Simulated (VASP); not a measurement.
Write the native input for VASP 6.6.1 that does the following.

```yaml
Task: relaxation of cell and atoms
Functional: BLYP
Potentials_or_basis: VASP PAW PBE potentials, release 64 (Tl_d)
Cutoff: 600 eV
k_mesh: 8 × 8 × 8
Occupations: fermi-dirac, width 0.1 eV
Spin: no spin polarisation
Dipole_correction: no
Further_INCAR_settings: ALGO = Normal; EDIFF = 1e-06; IBRION = 2; EDIFFG = -0.01; NSW = 80; ISIF = 3
```

The structure of Tl lies in POSCAR:

```
Tl
1.0
    0.0000000000      3.3575531457      3.3575531457
    3.3575531457      0.0000000000      3.3575531457
    3.3575531457      3.3575531457      0.0000000000
Tl
2
Direct
    0.1250000000      0.1250000000      0.1250000000
    0.8750000000      0.8750000000      0.8750000000
```

This isn't the form of Tl at room conditions, which is hcp.

One way to write it, as run:

INCAR

```
PREC     = Accurate       # precision mode
ENCUT    = 600            # plane-wave cutoff, eV
EDIFF    = 1E-6           # SCF threshold, eV
ISMEAR   = -1             # smearing method
SIGMA    = 0.1            # smearing width, eV
LREAL    = F              # projectors in reciprocal space
LASPH    = T              # aspherical terms in the spheres
NELM     = 100            # most SCF steps
ALGO     = Normal         # electronic algorithm
ISIF     = 3              # what is computed and relaxed
LWAVE    = F              # write WAVECAR
LCHARG   = F              # write CHGCAR
GGA      = B5             # functional
ALDAX    = 1.0          
AGGAX    = 1.0          
AGGAC    = 1.0          
ALDAC    = 0.0          
IBRION   = 2              # ionic algorithm
NSW      = 80             # ionic steps
EDIFFG   = -0.01          # ionic threshold
```

KPOINTS

```
Automatic mesh
0
Gamma
  8 8 8
```

Potentials or basis: VASP PAW PBE potentials, release 64 (Tl_d).

Launch:

```sh
$ cat potpaw_PBE.64/Tl_d/POTCAR > POTCAR
$ mpirun -np 1 vasp_std > vasp.out
```

Results of the run:

| Property | Result |
| --- | --- |
| Relaxed volume | 50.77 Å³/atom |
| Relaxed cell | a = 5.236 Å, b = 5.236 Å, c = 5.236 Å, α = 60.00°, β = 60.00°, γ = 60.00° |
| Space group after relaxing (to 0.1 Å) | Fd-3m (No. 227) |
| Energy gained by relaxing | 189.7 meV/atom |
| Ionic steps | 6 |
| Pressure after relaxing | 0.0 GPa |
| Band gap on the k mesh | zero (bands 13 and 14 overlap by 2.50 eV) |

Caveat: the volume moved by over 15 % at a fixed basis, so the end points are rough; the PAW data sets were made with another functional, which shifts forces and pressure a little; spin-orbit coupling is left out, which moves the levels of the heavy elements.

It took 3.3 min on 1 thread of AMD EPYC 9R45 96-Core Processor (Zen 5), with other jobs on the host, peak memory 0.23 GiB.
